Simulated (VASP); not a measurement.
HC12, 26 atoms in the cell. The cell holds a slab with vacuum, 26 atoms: a = 4.889 Å, b = 7.202 Å, c = 22.768 Å, α = 90.00°, β = 90.00°, γ = 109.84°. 

```yaml
Program: VASP 6.6.1
Task: single point
Functional: LDA
Potentials_or_basis: VASP PAW LDA potentials, release 64 (C, H)
Cutoff: 520 eV
k_mesh: 6 × 4 × 1
Occupations: gaussian, width 0.05 eV
Spin: no spin polarisation
Dipole_correction: yes
Further_INCAR_settings: LREAL = Auto; ALGO = Normal; EDIFF = 1e-06; NBANDS = 68
```

Potentials or basis: VASP PAW LDA potentials, release 64 (C, H).

The run is started by

```sh
$ cat potpaw_LDA.64/C/POTCAR potpaw_LDA.64/H/POTCAR > POTCAR
$ mpirun -np 1 vasp_std > vasp.out
```

Hardware: 1 thread of Intel(R) Xeon(R) Platinum 8259CL CPU @ 2.50GHz (Skylake/Cascade Lake), with other jobs on the host.

How long does it take, and how much memory?

Wall time 27 min on 1 thread of Intel(R) Xeon(R) Platinum 8259CL CPU @ 2.50GHz (Skylake/Cascade Lake), on a shared host, peak memory 0.8 GiB. Counts: scf iterations 33, k points 14.
